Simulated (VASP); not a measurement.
A run of VASP 6.6.1 is set up as follows.

INCAR

```
SYSTEM = Cr
PREC = Accurate ; ENCUT = 520
EDIFF = 1E-6 ; ISMEAR = -1
SIGMA = 0.05 ; LREAL = .False.
LASPH = .True. ; NELM = 80
ALGO = Normal ; ISIF = 2
LWAVE = .False. ; LCHARG = .True.
GGA = PE ; LELF = .True.
LVHAR = .True. ; NBANDS = 32
```

The input KPOINTS:

```
regular mesh
0
Gamma
  10 10 10
  0 0 0
```

Contents of POSCAR:

```
Cr
1.0
    2.9688993551      2.9688993551      0.0000000000
    2.9688993551      0.0000000000      2.9688993551
    2.9688993551      0.0000000000     -2.9688993551
Cr
4
Direct
    0.0000000000      0.0000000000      0.0000000000
    0.0000000000      0.5000000000      0.5000000000
    0.5000000000      0.2500000000      0.7500000000
    0.5000000000      0.7500000000      0.2500000000
```

Potentials or basis: VASP PAW PBE potentials, release 64 (Cr_pv).

The run is started by

```sh
$ cat potpaw_PBE.64/Cr_pv/POTCAR > POTCAR
$ mpirun -np 1 vasp_std > vasp.out
```

What does it give for the band gap on the k mesh?

Zero (bands 24 and 25 overlap by 0.31 eV).

Estimate the pressure.

-25.0 GPa.

Caveat: the cell stands under tension; the run has no spin polarisation, though such a crystal can be magnetic. Spin polarisation is off, so any magnetic state and its effect on volume and gap are missing.
